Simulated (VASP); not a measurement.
Runs of VASP 6.6.1 on BaTiO3. The structure is that of space group P4mm (No. 99), or close to it. The cells are those of the table. 

```tsv
cell	gap on the mesh (eV)	pressure (GPa)	largest force (eV/Å)
a = 3.954, b = 3.954, c = 4.107 Å, angles 90.0, 90.0, 89.9°, 5 atoms	2.75	(c)	(b)
a = 3.834, b = 3.834, c = 4.123 Å, angles 89.9°, 5 atoms	(a)	22.1	1.67
a = 3.894, b = 3.894, c = 4.087 Å, angles 89.9°, 5 atoms	(d)	13.9	0.80
a = 3.894, b = 3.894, c = 4.227 Å, angles 90.0, 90.0, 89.9°, 5 atoms	2.82	9.3	0.67
```

Alike in all rows: task single point; level r2SCAN+U; potentials or basis VASP PAW PBE potentials, release 64 (Ba_sv, Ti_sv, O); no spin polarisation; Ti d U = 4.0 eV; k mesh 6 × 6 × 6; cutoff (eV) 520; smearing gaussian 0.02 eV.

Fill in the values left out.

(a) 2.97; (b) 0.58; (c) 6.2; (d) 2.84.

Caveats: the PAW data sets were made with another functional, which shifts forces and pressure a little; spin-orbit coupling is left out, which moves the levels of the heavy elements.

A k mesh can miss the band edges, and the runs leave out spin-orbit coupling on Ba.
